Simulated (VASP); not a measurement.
# Zr2SeS2 (P-6m2) in VASP: further runs

Zr2SeS2 is run at these levels: PBE; tasks: single point, relaxation of cell and atoms.

Everything below comes from runs of VASP 6.6.1. Logs are shortened: lines on timing, memory, paths and dates and some standing lists are left out, and cuts for length are marked.

## Step 1: The cell of the first run

It takes space group P-6m2 (No. 187, hexagonal). Conventional cell: a = 4.083 Å, b = 4.083 Å, c = 7.570 Å, α = 90.00°, β = 90.00°, γ = 120.00°. Within 3.2 Å of Zr (site symmetry 3m) lie 3 S at 2.39 Å and 3 Se at 3.09 Å. Se (site symmetry -6m2) has 2 S at 1.59 Å within 2.1 Å. Within 2.1 Å of S (site symmetry 3m) lie 1 Se at 1.59 Å.

The cell was built from a structure type or drawn by symmetry, and may not be a known phase.

## Step 2: Single point, PBE

INCAR

```
ALGO = Normal
EDIFF = 1E-7
ENCUT = 520
GGA = PE
ISIF = 2
ISMEAR = 0
LASPH = True
LCHARG = False
LREAL = False
LWAVE = False
NBANDS = 29
NELM = 100
PREC = Accurate
SIGMA = 0.1
```

KPOINTS

```
k-points
0
Gamma
  6 6 2
```

POSCAR

```
Zr2SeS2
1.0
    4.0829887400      0.0000000000      0.0000000000
   -2.0414943700      3.5359719800      0.0000000000
    0.0000000000      0.0000000000      7.5702674100
Zr Se S
2 1 2
Direct
    0.0000000000      0.0000000000      0.2633285100
    0.0000000000      0.0000000000      0.7366714900
    0.3333333300      0.6666666700      0.0000000000
    0.3333333300      0.6666666700      0.2105991400
    0.3333333300      0.6666666700      0.7894008600
```

Potentials or basis: VASP PAW PBE potentials, release 64 (Zr_sv, Se, S).

On the command line:

```console
$ cat potpaw_PBE.64/Zr_sv/POTCAR potpaw_PBE.64/Se/POTCAR potpaw_PBE.64/S/POTCAR > POTCAR
$ mpirun -np 1 vasp_std > vasp.out
```

OUTCAR:

```text
EDIFF = 1E-7
   ENCUT = 520
   GGA = PE
   ISIF = 2
   ISMEAR = 0
   LASPH = True
   LREAL = False
   NELM = 100
   PREC = Accurate

 ion  position               nearest neighbor table
   1  0.000  0.000  0.263-   4 2.39   4 2.39   4 2.39   3 3.09   3 3.09   3 3.09   2 3.58
   2  0.000  0.000  0.737-   5 2.39   5 2.39   5 2.39   3 3.09   3 3.09   3 3.09   1 3.58
   3  0.333  0.667  0.000-   4 1.59   5 1.59   1 3.09   2 3.09   1 3.09   2 3.09   1 3.09   2 3.09

   4  0.333  0.667  0.211-   3 1.59   1 2.39   1 2.39   1 2.39
   5  0.333  0.667  0.789-   3 1.59   2 2.39   2 2.39   2 2.39

  LATTYP: Found a hexagonal cell.
 ALAT       =     4.0829887400
 C/A-ratio  =     1.8540995070

  Lattice vectors:

 A1 = (   4.0829887400,   0.0000000000,   0.0000000000)
 A2 = (  -2.0414943700,   3.5359719800,   0.0000000000)
 A3 = (   0.0000000000,   0.0000000000,   7.5702674100)

Analysis of symmetry for initial positions (statically):
=====================================================================
 Subroutine PRICEL returns:
 Original cell was already a primitive cell.

 Routine SETGRP: Setting up the symmetry group for a
 hexagonal supercell.

 Subroutine GETGRP returns: Found 12 space group operations
 (whereof 12 operations were pure point group operations)
 out of a pool of 24 trial point group operations.

The static configuration has the point symmetry D_3h.

Analysis of symmetry for dynamics (positions and initial velocities):
=====================================================================
 Subroutine PRICEL returns:
 Original cell was already a primitive cell.

 Routine SETGRP: Setting up the symmetry group for a
 hexagonal supercell.

 Subroutine GETGRP returns: Found 12 space group operations
 (whereof 12 operations were pure point group operations)
 out of a pool of 24 trial point group operations.

The dynamic configuration has the point symmetry D_3h.

 Subroutine INISYM returns: Found 12 space group operations
 (whereof 12 operations are pure point group operations),
 and found     1 'primitive' translations

----------------------------------------------------------------------------------------

                                     Primitive cell

  volume of cell :     109.2945

  direct lattice vectors                    reciprocal lattice vectors
     4.082988740  0.000000000  0.000000000     0.244918628  0.141403835  0.000000000
    -2.041494370  3.535971980  0.000000000     0.000000000  0.282807671  0.000000000
     0.000000000  0.000000000  7.570267410     0.000000000  0.000000000  0.132095730

  length of vectors
     4.082988740  4.082988747  7.570267410     0.282807671  0.282807671  0.132095730

  position of ions in fractional coordinates (direct lattice)
     0.000000000  0.000000000  0.263328510
     0.000000000  0.000000000  0.736671490
     0.333333330  0.666666670  0.000000000
     0.333333330  0.666666670  0.210599140
     0.333333330  0.666666670  0.789400860

  ion indices of the primitive-cell ions
   primitive index   ion index
                 1           1
                 2           2
                 3           3
                 4           4
                 5           5

----------------------------------------------------------------------------------------

 KPOINTS: k-points

Automatic generation of k-mesh.
 Grid dimensions read from file:
 generate k-points for:    6    6    2

 Generating k-lattice:

  Cartesian coordinates                     Fractional coordinates (reciprocal lattice)
     0.040819771  0.023567306  0.000000000     0.166666667  0.000000000  0.000000000
     0.000000000  0.047134612  0.000000000     0.000000000  0.166666667  0.000000000
     0.000000000  0.000000000  0.066047865     0.000000000  0.000000000  0.500000000

  Length of vectors
     0.047134612  0.047134612  0.066047865

  Shift w.r.t. Gamma in fractional coordinates (k-lattice)
     0.000000000  0.000000000  0.000000000

 Subroutine IBZKPT returns following result:
 ===========================================

 Found     14 irreducible k-points:

 Following reciprocal coordinates:
            Coordinates               Weight
  0.000000  0.000000  0.000000      1.000000
  0.166667  0.000000  0.000000      6.000000
  0.333333  0.000000  0.000000      6.000000
  0.500000  0.000000  0.000000      3.000000
  0.166667  0.166667  0.000000      6.000000
  0.333333  0.166667  0.000000     12.000000
  0.333333  0.333333  0.000000      2.000000
  0.000000  0.000000  0.500000      1.000000
  0.166667  0.000000  0.500000      6.000000
  0.333333  0.000000  0.500000      6.000000
  0.500000  0.000000  0.500000      3.000000
  0.166667  0.166667  0.500000      6.000000
  0.333333  0.166667  0.500000     12.000000
  0.333333  0.333333  0.500000      2.000000
   k-points           NKPTS =     14   k-points in BZ     NKDIM =     14   number of bands    NBANDS=     29
   number of dos      NEDOS =    301   number of ions     NIONS =      5
   total plane-waves  NPLWV =  50400
   dimension x,y,z NGX =    30 NGY =   30 NGZ =   56
   dimension x,y,z NGXF=    60 NGYF=   60 NGZF=  112
   ions per type =               2   1   2
   NGX,Y,Z   is equivalent  to a cutoff of  12.22, 12.22, 12.30 a.u.
   NGXF,Y,Z  is equivalent  to a cutoff of  24.43, 24.43, 24.60 a.u.
 SYSTEM =  unknown system
   PREC   = accura    normal or accurate (medium, high low for compatibility)
   ISTART =      0    job   : 0-new  1-cont  2-samecut
   ICHARG =      2    charge: 1-file 2-atom 10-const
   ISPIN  =      1    spin polarized calculation?
   LNONCOLLINEAR =      F non collinear calculations
   LSORBIT =      F    spin-orbit coupling
   LASPH  =      T    aspherical Exc in radial PAW
   ENCUT  =  520.0 eV  38.22 Ry    6.18 a.u.   7.59  7.59 14.08*2*pi/ulx,y,z
   NELM   =    100;   NELMIN=  2; NELMDL= -5     # of ELM steps
   EDIFF  = 0.1E-06   stopping-criterion for ELM
   LREAL  =      F    real-space projection
   EDIFFG = 0.1E-05   stopping-criterion for IOM
   NSW    =      0    number of steps for IOM
   IBRION =     -1    ionic relax: 0-MD 1-quasi-New 2-CG
   NFREE  =      0    steps in history (QN), initial steepest desc. (CG)
   ISIF   =      2    stress and relaxation
   ISYM   =      2    0-nonsym 1-usesym 2-fastsym
   POTIM  = 0.5000    time-step for ionic-motion
   TEBEG  =    0.0;   TEEND  =   0.0 temperature during run
   PSTRESS=    0.0 pullay stress
   NELECT =      42.0000    total number of electrons
   NUPDOWN=      -1.0000    fix difference up-down
   EMIN   =  10.00;   EMAX   =-10.00  energy-range for DOS
   EFERMI =   0.00;   METHOD = LEGACY
   ISMEAR =     0;   SIGMA  =   0.10  broadening in eV -4-tet -1-fermi 0-gaus
   EFERMI_NEDOS =   21; number of points for ismear=-14 and -15
   IALGO  =     38    algorithm
   IMIX   =      4    mixing-type and parameters
     AMIX     =   0.40;   BMIX     =  1.00
     AMIX_MAG =   1.60;   BMIX_MAG =  1.00
  volume/ion in A,a.u.               =      21.86       147.51
  Fermi-wavevector in a.u.,A,eV,Ry     =   1.190214  2.249179 19.274152  1.416610
  Thomas-Fermi vector in A             =   2.326304
   LORBIT       =      0    0 simple, 1 ext, 2 COOP (PROOUT), +10 PAW based schemes
   GGA     = PE    functional components
   LHFCALC =     F    Hartree Fock is set to
   AEXX    =    0.0000 exact exchange contribution
   IVDW    =     0    specifies the selected vdW correction
   LEPSILON=     F    determine dielectric tensor
   LRPA    =     F    only Hartree local field effects (RPA)
 non-spin polarized calculation
 Gauss-broadening in eV      SIGMA  =   0.10
  energy-cutoff  :      520.00
  volume of cell :      109.29
 maximum number of plane-waves:      2968
   NGX = 15   NGY = 15   NGZ = 29

 number of electron      41.9999999 magnetization

 Free energy of the ion-electron system (eV)
  ---------------------------------------------------
  ext. energy  EPLUGINS =         0.00000000
  ---------------------------------------------------
  free energy    TOTEN  =        -9.93135227 eV

  energy without entropy =       -9.90310222  energy(sigma->0) =       -9.91722725

 E-fermi :   7.6200     XC(G=0):  -9.9669

 val. band max:        7.6160917464   @ k =   0.3333   0.3333   0.0000
 cond. band min:       7.6229092465   @ k =   0.3333   0.3333   0.5000
 fundamental gap:      0.0068175001
 Fermi energy:         7.6199747129

 k-point     1 :       0.0000    0.0000    0.0000
  band No.  band energies     occupation
      1     -41.8023      2.00000
      2     -41.7954      2.00000
      3     -20.0114      2.00000
      4     -19.9713      2.00000
      5     -19.9713      2.00000
      6     -19.9597      2.00000
[... 21 lines left out ...]
     28      10.7029      0.00000
     29      11.7021      0.00000

 k-point     2 :       0.1667    0.0000    0.0000
  band No.  band energies     occupation
      1     -41.8006      2.00000
      2     -41.7937      2.00000
      3     -20.0522      2.00000
      4     -20.0128      2.00000
      5     -19.9798      2.00000
      6     -19.9787      2.00000
[... 21 lines left out ...]
     28      10.6311      0.00000
     29      11.0261      0.00000

 k-point     3 :       0.3333    0.0000    0.0000
  band No.  band energies     occupation
      1     -41.7971      2.00000
      2     -41.7904      2.00000
      3     -20.1563      2.00000
      4     -20.1108      2.00000
      5     -19.9965      2.00000
      6     -19.9836      2.00000
[... 21 lines left out ...]
     28      10.3432      0.00000
     29      10.3621      0.00000

 k-point     4 :       0.5000    0.0000    0.0000
  band No.  band energies     occupation
      1     -41.7954      2.00000
      2     -41.7887      2.00000
      3     -20.2077      2.00000
      4     -20.1578      2.00000
      5     -20.0049      2.00000
      6     -19.9915      2.00000
[... 21 lines left out ...]
     28       9.7435      0.00000
     29       9.9607      0.00000

 k-point     5 :       0.1667    0.1667    0.0000
  band No.  band energies     occupation
      1     -41.7980      2.00000
      2     -41.7912      2.00000
      3     -20.1244      2.00000
      4     -20.0810      2.00000
      5     -19.9991      2.00000
      6     -19.9858      2.00000
[... 21 lines left out ...]
     28      10.4921      0.00000
     29      10.9566      0.00000

 k-point     6 :       0.3333    0.1667    0.0000
  band No.  band energies     occupation
      1     -41.7954      2.00000
      2     -41.7887      2.00000
      3     -20.1921      2.00000
      4     -20.1426      2.00000
      5     -20.0222      2.00000
      6     -20.0076      2.00000
[... 21 lines left out ...]
     28      10.0404      0.00000
     29      10.3589      0.00000

 k-point     7 :       0.3333    0.3333    0.0000
  band No.  band energies     occupation
      1     -41.7946      2.00000
      2     -41.7879      2.00000
      3     -20.1987      2.00000
      4     -20.1470      2.00000
      5     -20.0465      2.00000
      6     -20.0312      2.00000
[... 21 lines left out ...]
     28      10.1981      0.00000
     29      10.3986      0.00000

 k-point     8 :       0.0000    0.0000    0.5000
  band No.  band energies     occupation
      1     -41.8007      2.00000
      2     -41.7970      2.00000
      3     -19.9665      2.00000
      4     -19.9665      2.00000
      5     -19.9645      2.00000
      6     -19.9645      2.00000
[... 21 lines left out ...]
     28      11.2168      0.00000
     29      11.2170      0.00000

 k-point     9 :       0.1667    0.0000    0.5000
  band No.  band energies     occupation
      1     -41.7990      2.00000
      2     -41.7953      2.00000
      3     -20.0353      2.00000
      4     -20.0216      2.00000
      5     -19.9746      2.00000
      6     -19.9728      2.00000
[... 21 lines left out ...]
     28      10.4294      0.00000
     29      10.9821      0.00000

 k-point    10 :       0.3333    0.0000    0.5000
  band No.  band energies     occupation
      1     -41.7956      2.00000
      2     -41.7919      2.00000
      3     -20.1469      2.00000
      4     -20.1192      2.00000
      5     -19.9907      2.00000
      6     -19.9895      2.00000
[... 21 lines left out ...]
     28      10.2081      0.00000
     29      10.4338      0.00000

 k-point    11 :       0.5000    0.0000    0.5000
  band No.  band energies     occupation
      1     -41.7939      2.00000
      2     -41.7902      2.00000
      3     -20.1991      2.00000
      4     -20.1663      2.00000
      5     -19.9987      2.00000
      6     -19.9977      2.00000
[... 21 lines left out ...]
     28       9.8992      0.00000
     29      10.2854      0.00000

 k-point    12 :       0.1667    0.1667    0.5000
  band No.  band energies     occupation
      1     -41.7965      2.00000
      2     -41.7928      2.00000
      3     -20.1141      2.00000
      4     -20.0893      2.00000
      5     -19.9930      2.00000
      6     -19.9919      2.00000
[... 21 lines left out ...]
     28      10.4449      0.00000
     29      10.9017      0.00000

 k-point    13 :       0.3333    0.1667    0.5000
  band No.  band energies     occupation
      1     -41.7939      2.00000
      2     -41.7902      2.00000
      3     -20.1836      2.00000
      4     -20.1509      2.00000
      5     -20.0150      2.00000
      6     -20.0147      2.00000
[... 21 lines left out ...]
     28      10.1870      0.00000
     29      10.4808      0.00000

 k-point    14 :       0.3333    0.3333    0.5000
  band No.  band energies     occupation
      1     -41.7931      2.00000
      2     -41.7894      2.00000
      3     -20.1907      2.00000
      4     -20.1551      2.00000
      5     -20.0390      2.00000
      6     -20.0387      2.00000
[... 21 lines left out ...]
     28      10.2884      0.00000
     29      10.3894      0.00000

------------------------ aborting loop because EDIFF is reached ----------------------------------------

  FORCE on cell =-STRESS in cart. coord.  units (eV):
  Direction    XX          YY          ZZ          XY          YZ          ZX
  --------------------------------------------------------------------------------------
  -------------------------------------------------------------------------------------
  Total       10.1419725     10.1419725    115.9740691     -0.0000000      0.0000000     -0.0000000
  in kB      148.6739199    148.6739206   1700.0952733     -0.0000000      0.0000000     -0.0000000
  external PRESSURE =     665.8143713 kB  Pullay stress =       0.0000000 kB

 VOLUME and BASIS-vectors are now :
 -----------------------------------------------------------------------------
  energy-cutoff  :      520.00
  volume of cell :      109.29
      direct lattice vectors                 reciprocal lattice vectors
     4.082988740  0.000000000  0.000000000     0.244918628  0.141403835  0.000000000
    -2.041494370  3.535971980  0.000000000     0.000000000  0.282807671  0.000000000
     0.000000000  0.000000000  7.570267410     0.000000000  0.000000000  0.132095730

 POSITION                                       TOTAL-FORCE (eV/Angst)
 -----------------------------------------------------------------------------------
      0.00000      0.00000      1.99347         0.000000      0.000000      1.177537
      0.00000      0.00000      5.57680        -0.000000     -0.000000     -1.177537
     -0.00000      2.35731      0.00000        -0.000000      0.000000      0.000000
     -0.00000      2.35731      1.59429        -0.000000      0.000000     37.466614
     -0.00000      2.35731      5.97598         0.000000      0.000000    -37.466614
 -----------------------------------------------------------------------------------
    total drift:                                0.000034     -0.000020      0.000000

  FREE ENERGIE OF THE ION-ELECTRON SYSTEM (eV)
  ---------------------------------------------------
  free  energy   TOTEN  =        -9.9313522741 eV

  energy  without entropy=       -9.9031022243  energy(sigma->0) =       -9.91722725
```

It took 44 s on 1 thread of Intel Xeon 6975P-C (Granite Rapids), shared host; peak memory 0.22 GiB.

What came out:

```
Free energy            : -9.9314 eV
Pressure               : 66.6 GPa
Largest force          : 37.467 eV/Å
Band gap on the k mesh : zero (bands 21 and 22 overlap by 0.68 eV)
```

Forces in eV/Å, atoms in the order of the input:
```
Zr    0.000   0.000   1.178
Zr    0.000   0.000  -1.178
Se    0.000   0.000   0.000
S     0.000   0.000  37.467
S     0.000   0.000 -37.467
```

Levels at points of the mesh, in eV from the Fermi level:
| k point | band 18 | band 19 | band 20 | band 21 | band 22 | band 23 | band 24 | band 25 |
| --- | --- | --- | --- | --- | --- | --- | --- | --- |
| (0.00, 0.00, 0.00) | -2.49 | -2.49 | -0.24 | 0.36 | 0.36 | 0.73 | 0.73 | 1.68 |
| (0.50, 0.00, 0.00) | -1.64 | -1.24 | -0.99 | -0.58 | -0.05 | 0.57 | 0.90 | 0.98 |
| (0.00, 0.00, 0.50) | -2.39 | -2.12 | -1.24 | 0.31 | 0.31 | 0.64 | 0.64 | 1.81 |
| (0.50, 0.00, 0.50) | -1.51 | -1.02 | -0.90 | -0.15 | 0.18 | 0.23 | 0.34 | 0.77 |

Caveat: the k points lie up to 0.41 Å⁻¹ apart, too coarse for converged energies and pressures of a metal; forces of over 1 eV/Å act on the atoms, so gaps and moduli don't describe the material at rest.

## Step 3: Single point, PBE

This run uses another cell than the first one, of 23.53 Å³/atom.

INCAR

```
SYSTEM = Zr2SeS2
PREC = Accurate ; ENCUT = 520
EDIFF = 1E-6 ; ISMEAR = 0
SIGMA = 0.1 ; LREAL = .False.
LASPH = .True. ; NELM = 80
ALGO = Normal ; ISIF = 2
LWAVE = .False. ; LCHARG = .False.
GGA = PE ; NBANDS = 29
```

KPOINTS

```
regular mesh
0
Gamma
  6 6 2
  0 0 0
```

POSCAR

```
Zr2SeS2
1.0
    3.5880607993      0.0000000000      0.0000000000
   -1.7940303996      3.1073518025      0.0000000000
    0.0000000000      0.0000000000     10.5522929702
Zr Se S
2 1 2
Direct
    0.0000000000      0.0000000000      0.1828638265
    0.0000000000      0.0000000000      0.8171361735
    0.3333333333      0.6666666667      0.0000000000
    0.3333333333      0.6666666667      0.3208433706
    0.3333333333      0.6666666667      0.6791566294
```

Potentials or basis: VASP PAW PBE potentials, release 64 (Zr_sv, Se, S).

On the command line:

```console
$ cat potpaw_PBE.64/Zr_sv/POTCAR potpaw_PBE.64/Se/POTCAR potpaw_PBE.64/S/POTCAR > POTCAR
$ mpirun -np 1 vasp_std > vasp.out
```

Run time: 33 s. Hardware: 1 thread of Intel Xeon 6975P-C (Granite Rapids), shared host; peak memory 0.25 GiB.

The run converged. Its results:

* Free energy: -35.7766 eV
* Pressure: 0.0 GPa
* Largest force: 0.013 eV/Å
* Band gap on the k mesh: zero (bands 21 and 22 overlap by 0.97 eV)

Forces in eV/Å, atoms in the order of the input:
```
Zr   0.000  0.000  0.013
Zr   0.000  0.000 -0.013
Se   0.000  0.000  0.000
S    0.000  0.000 -0.007
S    0.000  0.000  0.007
```

Levels at points of the mesh, in eV from the Fermi level:
| k point | band 18 | band 19 | band 20 | band 21 | band 22 | band 23 | band 24 | band 25 |
| --- | --- | --- | --- | --- | --- | --- | --- | --- |
| (0.00, 0.00, 0.00) | -2.07 | -2.07 | -1.98 | 0.44 | 0.92 | 0.92 | 1.97 | 2.51 |
| (0.50, 0.00, 0.00) | -2.65 | -2.29 | -2.16 | -0.41 | 0.27 | 2.20 | 2.39 | 2.52 |
| (0.00, 0.00, 0.50) | -2.48 | -2.06 | -2.06 | 0.91 | 0.91 | 1.01 | 1.48 | 2.52 |
| (0.50, 0.00, 0.50) | -2.70 | -2.69 | -2.12 | -0.19 | 0.05 | 2.18 | 2.48 | 2.51 |

Caveat: this functional lacks dispersion, which binds the layers, so the pressure and a relaxed spacing across them are unreliable.

[end of part 1 of 2]
